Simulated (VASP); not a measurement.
BAs, 2 atoms in the cell. Symmetry: I-4m2, No. 119, tetragonal system. Conventional cell: a = 3.400 Å, b = 3.400 Å, c = 4.953 Å, α = 90.00°, β = 90.00°, γ = 90.00°. B (site symmetry -4m2) has 4 As at 2.10 Å within 2.8 Å. As (site symmetry -4m2) has 4 B at 2.10 Å within 2.8 Å.  This cell differs from its parent crystal: strain +0.0300 x Voigt [0, 1, 0, 0, 0, 0].

* Program: VASP 6.6.1
* Task: single point
* Functional: PBE
* Potentials or basis: VASP PAW PBE potentials, release 64 (B, As)
* Cutoff: 520 eV
* k mesh: 10 × 10 × 10
* Occupations: gaussian, width 0.05 eV
* Spin: no spin polarisation
* Dipole correction: no
* Further INCAR settings: ALGO = Normal; EDIFF = 1e-06; NBANDS = 11

Potentials or basis: VASP PAW PBE potentials, release 64 (B, As).

Command:

```console
$ cat potpaw_PBE.64/B/POTCAR potpaw_PBE.64/As/POTCAR > POTCAR
$ mpirun -np 1 vasp_std > vasp.out
```

Hardware: 1 thread of Intel(R) Xeon(R) Platinum 8559C (Emerald Rapids) (shared host).

**Question.** How long does it take, and how much memory?

**Answer.** It took 16 s on 1 thread of Intel(R) Xeon(R) Platinum 8559C (Emerald Rapids), on a shared host, peak memory 0.18 GiB. Counts: scf iterations 12, k points 102.
